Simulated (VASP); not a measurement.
A run of VASP 6.6.1 is set up as follows.

Contents of INCAR:

```
PREC = Accurate ; ENCUT = 520
EDIFF = 1E-6 ; ISMEAR = -1
SIGMA = 0.05 ; LREAL = False
LASPH = True ; NELM = 80
ALGO = Fast ; ISIF = 2
LWAVE = False ; LCHARG = False
GGA = B5 ; ALDAX = 1.0
AGGAX = 1.0 ; AGGAC = 1.0
ALDAC = 0.0 ; NBANDS = 21
```

KPOINTS

```
Automatic mesh
0
Gamma
  11 11 6
```

Contents of POSCAR:

```
Ru
1.0
    2.6876397213      0.0000000000      0.0000000000
   -1.3438198606      2.3275642749      0.0000000000
    0.0000000000      0.0000000000      4.2531615502
Ru
2
Direct
    0.6666666667      0.3333333333      0.7500000000
    0.3333333333      0.6666666667      0.2500000000
```

Potentials or basis: VASP PAW PBE potentials, release 64 (Ru_pv).

Launch:

```console
$ cat potpaw_PBE.64/Ru_pv/POTCAR > POTCAR
$ mpirun -np 1 vasp_std > vasp.out
```

(1) Estimate the pressure.

(2) Predict the band gap on the k mesh.

## Answers

(1) 27.4 GPa.

(2) zero (band 14 reaches 15.28 eV, above the bottom of band 15 at 12.12 eV).

Caveat: the PAW data sets were made with another functional, which shifts forces and pressure a little.
